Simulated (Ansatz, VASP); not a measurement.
## SrO in VASP and in Ansatz

```
Sr O
1.0
     0.00000   -2.57447   -2.57447
    -2.57447    0.00000   -2.57447
     2.57447    2.57447   -5.14894
Sr O
2 2
Cartesian
  0.0000 0.0000 0.0168
  0.0000 0.0000 -5.1321
  0.0000 0.0000 -7.8156
  0.0000 0.0000 -2.6667
```

Change from the starting cell: mode 8 frozen in at -0.091 Å, equal normal strain along x, y and z +0.0167.

Alike in both runs: task single point; functional LDA; k mesh 9 × 9 × 8; occupations gaussian, width 0.05 eV; no spin polarisation.

|  | VASP | Ansatz |
| --- | --- | --- |
| version | VASP 6.6.1 | Ansatz 0.2.0 |
| potentials or method | VASP PAW LDA potentials, release 64 (Sr_sv, O), cutoff 520 eV | scalar-relativistic, plane waves, PAW |
| valence electrons in the cell | 32 | 32 |

VASP gave:

```
gap on the k mesh at the Fermi level (eV)                     : 3.20
least direct gap on the mesh (eV)                             : 3.28
pressure (GPa)                                                : -3.7
traceless stress, the component that is largest in VASP (GPa) : 0.88
rms of the force components (eV/Å)                            : 0.131
```

Question: Estimate Ansatz's values.

Answer: gap on the k mesh at the Fermi level (eV): 3.26; least direct gap on the mesh (eV): 3.32; pressure (GPa): -4.3; traceless stress, the component that is largest in VASP (GPa): 0.83; rms of the force components (eV/Å): 0.121.

LDA's correlation is that of Perdew and Zunger in VASP and of Perdew and Wang (1992) in Ansatz. Atom by atom the forces differ by 0.010 eV/Å (rms over components).
